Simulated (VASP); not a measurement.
# TiO2 (C2/m) in VASP: further runs

Aim: see how the results for TiO2 move with the level of theory and the settings. Levels: PBE, PBEsol, PBE+D3(BJ). Tasks: single point.

All numbers are computed with VASP 6.6.1; they aren't measurements. Logs are shortened: lines on timing, memory, paths and dates and some standing lists are left out, and cuts for length are marked.

**1. The cell of the first run**

The structure is monoclinic, space group C2/m (No. 12). Conventional cell: a = 12.307 Å, b = 3.767 Å, c = 6.495 Å, α = 90.00°, β = 107.27°, γ = 90.00°. Ti (site symmetry m) has 6 O at 1.83 to 2.15 Å within 2.4 Å. Within 2.3 Å of Ti (site symmetry m) lie 6 O at 1.75 to 2.29 Å. Within 2.6 Å of O (site symmetry m) lie 3 Ti at 1.94 to 2.03 Å and 2 O at 2.52 Å. Within 2.6 Å of O (site symmetry m) lie 4 Ti at 1.96 to 2.29 Å and 2 O at 2.52 Å. Within 2.3 Å of O (site symmetry m) lie 2 Ti at 1.75 to 1.83 Å. Within 2.5 Å of O (site symmetry m) lie 3 Ti at 1.86 to 2.12 Å.

**2. Single point, PBE**

INCAR reads:

```
PREC = Accurate
ENCUT = 520
EDIFF = 1E-6
ISMEAR = -1
SIGMA = 0.05
LREAL = False
LASPH = True
NELM = 60
ALGO = Normal
ISIF = 2
LWAVE = False
LCHARG = False
GGA = PE
NBANDS = 60
```

KPOINTS reads:

```
Automatic mesh
0
Gamma
  6 6 3
```

POSCAR reads:

```
TiO2
1.0
    6.1535771931     -1.8834685000      0.0000000000
    6.1535771931      1.8834685000      0.0000000000
   -1.9283261078      0.0000000000      6.2023875339
Ti O
4 8
Direct
    0.9000710000      0.9000710000      0.2896020000
    0.1952860000      0.1952860000      0.2837620000
    0.0999290000      0.0999290000      0.7103980000
    0.8047140000      0.8047140000      0.7162380000
    0.3619310000      0.3619310000      0.2933970000
    0.2634885000      0.2634885000      0.6525000000
    0.8671885000      0.8671885000      0.9952910000
    0.7365115000      0.7365115000      0.3475000000
    0.9416475000      0.9416475000      0.6300210000
    0.1328115000      0.1328115000      0.0047090000
    0.6380690000      0.6380690000      0.7066030000
    0.0583525000      0.0583525000      0.3699790000
```

Potentials or basis: VASP PAW PBE potentials, release 64 (Ti_sv, O).

Started as:

```sh
> cat potpaw_PBE.64/Ti_sv/POTCAR potpaw_PBE.64/O/POTCAR > POTCAR
> mpirun -np 1 vasp_std > vasp.out
```

OUTCAR:

```text
PREC = Accurate
   ENCUT = 520
   EDIFF = 1E-6
   ISMEAR = -1
   LREAL = False
   LASPH = True
   NELM = 60
   ISIF = 2
   GGA = PE

 ion  position               nearest neighbor table
   1  0.900  0.900  0.290-   7 1.83  12 1.86   5 1.94   5 1.94   9 2.12   8 2.15
   2  0.195  0.195  0.284-  10 1.75  12 1.93   8 1.96   8 1.96   5 2.03   6 2.29
   3  0.100  0.100  0.710-  10 1.83   9 1.86  11 1.94  11 1.94  12 2.12   6 2.15
   4  0.805  0.805  0.716-   7 1.75   9 1.93   6 1.96   6 1.96  11 2.03   8 2.29
   5  0.362  0.362  0.293-   1 1.94   1 1.94   2 2.03
   6  0.263  0.263  0.653-   4 1.96   4 1.96   3 2.15   2 2.29
   7  0.867  0.867  0.995-   4 1.75   1 1.83
   8  0.737  0.737  0.347-   2 1.96   2 1.96   1 2.15   4 2.29
   9  0.942  0.942  0.630-   3 1.86   4 1.93   1 2.12
  10  0.133  0.133  0.005-   2 1.75   3 1.83
  11  0.638  0.638  0.707-   3 1.94   3 1.94   4 2.03
  12  0.058  0.058  0.370-   1 1.86   2 1.93   3 2.12

  LATTYP: Found a base centered monoclinic cell.
 ALAT       =    12.3071543862
 B/A-ratio  =     0.3060770087
 C/A-ratio  =     0.5277607537
 COS(beta)  =    -0.2968832813

  Lattice vectors:

 A1 = (   6.1535771931,  -1.8834685000,   0.0000000000)
 A2 = (   6.1535771931,   1.8834685000,   0.0000000000)
 A3 = (  -1.9283261078,   0.0000000000,   6.2023875339)

Analysis of symmetry for initial positions (statically):
=====================================================================
 Subroutine PRICEL returns:
 Original cell was already a primitive cell.

 Routine SETGRP: Setting up the symmetry group for a
 base centered monoclinic supercell.

 Subroutine GETGRP returns: Found  4 space group operations
 (whereof  4 operations were pure point group operations)
 out of a pool of  4 trial point group operations.

The static configuration has the point symmetry C_2h.

Analysis of symmetry for dynamics (positions and initial velocities):
=====================================================================
 Subroutine PRICEL returns:
 Original cell was already a primitive cell.

 Routine SETGRP: Setting up the symmetry group for a
 base centered monoclinic supercell.

 Subroutine GETGRP returns: Found  4 space group operations
 (whereof  4 operations were pure point group operations)
 out of a pool of  4 trial point group operations.

The dynamic configuration has the point symmetry C_2h.

 Subroutine INISYM returns: Found  4 space group operations
 (whereof  4 operations are pure point group operations),
 and found     1 'primitive' translations

----------------------------------------------------------------------------------------

                                     Primitive cell

  volume of cell :     143.7722

  direct lattice vectors                    reciprocal lattice vectors
     6.153577193 -1.883468500  0.000000000     0.081253551 -0.265467673  0.025261779
     6.153577193  1.883468500  0.000000000     0.081253551  0.265467673  0.025261779
    -1.928326108  0.000000000  6.202387534     0.000000000  0.000000000  0.161228236

  length of vectors
     6.435368355  6.435368355  6.495233075     0.278771201  0.278771201  0.161228236

  position of ions in fractional coordinates (direct lattice)
     0.900071000  0.900071000  0.289602000
     0.195286000  0.195286000  0.283762000
     0.099929000  0.099929000  0.710398000
     0.804714000  0.804714000  0.716238000
     0.361931000  0.361931000  0.293397000
     0.263488500  0.263488500  0.652500000
     0.867188500  0.867188500  0.995291000
     0.736511500  0.736511500  0.347500000
     0.941647500  0.941647500  0.630021000
     0.132811500  0.132811500  0.004709000
     0.638069000  0.638069000  0.706603000
     0.058352500  0.058352500  0.369979000

  ion indices of the primitive-cell ions
   primitive index   ion index
                 1           1
                 2           2
                 3           3
                 4           4
                 5           5
                 6           6
                 7           7
                 8           8
                 9           9
                10          10
                11          11
                12          12

----------------------------------------------------------------------------------------

 KPOINTS: Automatic mesh

Automatic generation of k-mesh.
 Grid dimensions read from file:
 generate k-points for:    6    6    3

 Generating k-lattice:

  Cartesian coordinates                     Fractional coordinates (reciprocal lattice)
     0.013542259 -0.044244612  0.004210297     0.166666667  0.000000000  0.000000000
     0.013542259  0.044244612  0.004210297     0.000000000  0.166666667  0.000000000
     0.000000000  0.000000000  0.053742745     0.000000000  0.000000000  0.333333333

  Length of vectors
     0.046461867  0.046461867  0.053742745

  Shift w.r.t. Gamma in fractional coordinates (k-lattice)
     0.000000000  0.000000000  0.000000000

 Subroutine IBZKPT returns following result:
 ===========================================

 Found     34 irreducible k-points:

 Following reciprocal coordinates:
            Coordinates               Weight
  0.000000  0.000000  0.000000      1.000000
  0.166667  0.000000  0.000000      4.000000
  0.333333  0.000000  0.000000      4.000000
  0.500000  0.000000  0.000000      2.000000
  0.166667  0.166667  0.000000      2.000000
  0.333333  0.166667  0.000000      4.000000
[... 16 lines left out ...]
 -0.333333  0.166667  0.333333      4.000000
 -0.166667  0.166667  0.333333      4.000000
 [... further k-points ...]
   k-points           NKPTS =     34   k-points in BZ     NKDIM =     34   number of bands    NBANDS=     60
   number of dos      NEDOS =    301   number of ions     NIONS =     12
   total plane-waves  NPLWV = 110592
   dimension x,y,z NGX =    48 NGY =   48 NGZ =   48
   dimension x,y,z NGXF=    96 NGYF=   96 NGZF=   96
   ions per type =               4   8
   NGX,Y,Z   is equivalent  to a cutoff of  12.40, 12.40, 12.29 a.u.
   NGXF,Y,Z  is equivalent  to a cutoff of  24.80, 24.80, 24.57 a.u.
 SYSTEM =  unknown system
   PREC   = accura    normal or accurate (medium, high low for compatibility)
   ISTART =      0    job   : 0-new  1-cont  2-samecut
   ICHARG =      2    charge: 1-file 2-atom 10-const
   ISPIN  =      1    spin polarized calculation?
   LNONCOLLINEAR =      F non collinear calculations
   LSORBIT =      F    spin-orbit coupling
   LASPH  =      T    aspherical Exc in radial PAW
   ENCUT  =  520.0 eV  38.22 Ry    6.18 a.u.  11.97 11.97 12.08*2*pi/ulx,y,z
   NELM   =     60;   NELMIN=  2; NELMDL= -5     # of ELM steps
   EDIFF  = 0.1E-05   stopping-criterion for ELM
   LREAL  =      F    real-space projection
   EDIFFG = 0.1E-04   stopping-criterion for IOM
   NSW    =      0    number of steps for IOM
   IBRION =     -1    ionic relax: 0-MD 1-quasi-New 2-CG
   NFREE  =      0    steps in history (QN), initial steepest desc. (CG)
   ISIF   =      2    stress and relaxation
   ISYM   =      2    0-nonsym 1-usesym 2-fastsym
   POTIM  = 0.5000    time-step for ionic-motion
   TEBEG  =    0.0;   TEEND  =   0.0 temperature during run
   PSTRESS=    0.0 pullay stress
   NELECT =      96.0000    total number of electrons
   NUPDOWN=      -1.0000    fix difference up-down
   EMIN   =  10.00;   EMAX   =-10.00  energy-range for DOS
   EFERMI =   0.00;   METHOD = LEGACY
   ISMEAR =    -1;   SIGMA  =   0.05  broadening in eV -4-tet -1-fermi 0-gaus
   EFERMI_NEDOS =   21; number of points for ismear=-14 and -15
   IALGO  =     38    algorithm
   IMIX   =      4    mixing-type and parameters
     AMIX     =   0.40;   BMIX     =  1.00
     AMIX_MAG =   1.60;   BMIX_MAG =  1.00
  volume/ion in A,a.u.               =      11.98        80.85
  Fermi-wavevector in a.u.,A,eV,Ry     =   1.430892  2.703994 27.857285  2.047453
  Thomas-Fermi vector in A             =   2.550688
   LORBIT       =      0    0 simple, 1 ext, 2 COOP (PROOUT), +10 PAW based schemes
   GGA     = PE    functional components
   LHFCALC =     F    Hartree Fock is set to
   AEXX    =    0.0000 exact exchange contribution
   IVDW    =     0    specifies the selected vdW correction
   LEPSILON=     F    determine dielectric tensor
   LRPA    =     F    only Hartree local field effects (RPA)
 non-spin polarized calculation
  energy-cutoff  :      520.00
  volume of cell :      143.77
 maximum number of plane-waves:      3893
   NGX = 23   NGY = 23   NGZ = 25

 number of electron      96.0000002 magnetization

 Free energy of the ion-electron system (eV)
  ---------------------------------------------------
  ext. energy  EPLUGINS =         0.00000000
  ---------------------------------------------------
  free energy    TOTEN  =      -107.71318385 eV

  energy without entropy =     -107.71318385  energy(sigma->0) =     -107.71318385

 E-fermi :   3.8185     XC(G=0): -10.3689

 val. band max:        2.6628829045   @ k =   0.5000   0.0000   0.3333
 cond. band min:       5.4874665870   @ k =   0.0000   0.0000   0.0000
 fundamental gap:      2.8245836825
 Fermi energy:         3.8185443694

 k-point     1 :       0.0000    0.0000    0.0000
  band No.  band energies     occupation
      1     -53.4182      2.00000
      2     -53.4041      2.00000
      3     -53.3266      2.00000
      4     -53.3193      2.00000
      5     -29.8633      2.00000
      6     -29.7878      2.00000
[... 52 lines left out ...]
     59       7.6443      0.00000
     60       7.8871      0.00000

 k-point     2 :       0.1667    0.0000    0.0000
  band No.  band energies     occupation
      1     -53.4171      2.00000
      2     -53.4034      2.00000
      3     -53.3258      2.00000
      4     -53.3195      2.00000
      5     -29.8586      2.00000
      6     -29.7921      2.00000
[... 1383 lines left out ...]
      4     -53.3202      2.00000
      5     -29.8454      2.00000
      6     -29.7796      2.00000
[... 52 lines left out ...]
     59       7.4827      0.00000
     60       7.5964      0.00000

 [... further k-points ...]

------------------------ aborting loop because EDIFF is reached ----------------------------------------

  FORCE on cell =-STRESS in cart. coord.  units (eV):
  Direction    XX          YY          ZZ          XY          YZ          ZX
  --------------------------------------------------------------------------------------
  -------------------------------------------------------------------------------------
  Total        1.0904379      0.4996433      8.7662710      0.0000000      0.0000000      0.1832081
  in kB       12.1516884      5.5679550     97.6901024      0.0000000      0.0000000      2.0416452
  external PRESSURE =      38.4699153 kB  Pullay stress =       0.0000000 kB

 VOLUME and BASIS-vectors are now :
 -----------------------------------------------------------------------------
  energy-cutoff  :      520.00
  volume of cell :      143.77
      direct lattice vectors                 reciprocal lattice vectors
     6.153577193 -1.883468500  0.000000000     0.081253551 -0.265467673  0.025261779
     6.153577193  1.883468500  0.000000000     0.081253551  0.265467673  0.025261779
    -1.928326108  0.000000000  6.202387534     0.000000000  0.000000000  0.161228236

 POSITION                                       TOTAL-FORCE (eV/Angst)
 -----------------------------------------------------------------------------------
     10.51887      0.00000      1.79622        -0.159264      0.000000      0.574337
      1.85623      0.00000      1.76000         0.175369      0.000000      0.850601
     -0.14004      0.00000      4.40616         0.159264      0.000000     -0.574337
      8.52260      0.00000      4.44239        -0.175369      0.000000     -0.850601
      3.88858      0.00000      1.81976        -0.013320      0.000000     -0.063739
      1.98456      0.00000      4.04706         0.030849      0.000000      0.130755
      8.75338      0.00000      6.17318         0.169377      0.000000      0.209373
      8.39427      0.00000      2.15533        -0.030849      0.000000     -0.130755
     10.37412      0.00000      3.90763        -0.026577      0.000000      0.177706
      1.62545      0.00000      0.02921        -0.169377      0.000000     -0.209373
      6.49025      0.00000      4.38263         0.013320      0.000000      0.063739
      0.00471      0.00000      2.29475         0.026577      0.000000     -0.177706
 -----------------------------------------------------------------------------------
    total drift:                               -0.000000     -0.000000      0.000000

  FREE ENERGIE OF THE ION-ELECTRON SYSTEM (eV)
  ---------------------------------------------------
  free  energy   TOTEN  =      -107.7131838484 eV

  energy  without entropy=     -107.7131838483  energy(sigma->0) =     -107.71318385
```

Run time: 4.6 min. Hardware: 1 thread of Intel Xeon 6975P-C (Granite Rapids), shared host; peak memory 0.44 GiB.

Results:

```yaml
Free_energy: -107.7132 eV
Pressure: 3.8 GPa
Largest_force: 0.868 eV/Å
Band_gap_on_the_k_mesh: 2.82 eV, indirect (least direct gap 2.96 eV)
```

Forces on the atoms (eV/Å):
```
Ti  -0.159  0.000  0.574
Ti   0.175  0.000  0.851
Ti   0.159  0.000 -0.574
Ti  -0.175  0.000 -0.851
O   -0.013  0.000 -0.064
O    0.031  0.000  0.131
O    0.169  0.000  0.209
O   -0.031  0.000 -0.131
O   -0.027  0.000  0.178
O   -0.169  0.000 -0.209
O    0.013  0.000  0.064
O    0.027  0.000 -0.178
```

Levels at points of the mesh, in eV from the valence-band top:
| k point | band 46 | band 47 | band 48 | band 49 | band 50 | band 51 |
| --- | --- | --- | --- | --- | --- | --- |
| (0.00, 0.00, 0.00) | -0.69 | -0.28 | -0.14 | 2.82 | 3.14 | 3.37 |
| (0.50, 0.00, 0.00) | -0.42 | -0.19 | -0.09 | 3.19 | 3.23 | 3.67 |
| (0.50, 0.50, 0.00) | -0.55 | -0.31 | -0.07 | 2.94 | 3.01 | 3.48 |

(Part 1 of 2 ends here.)
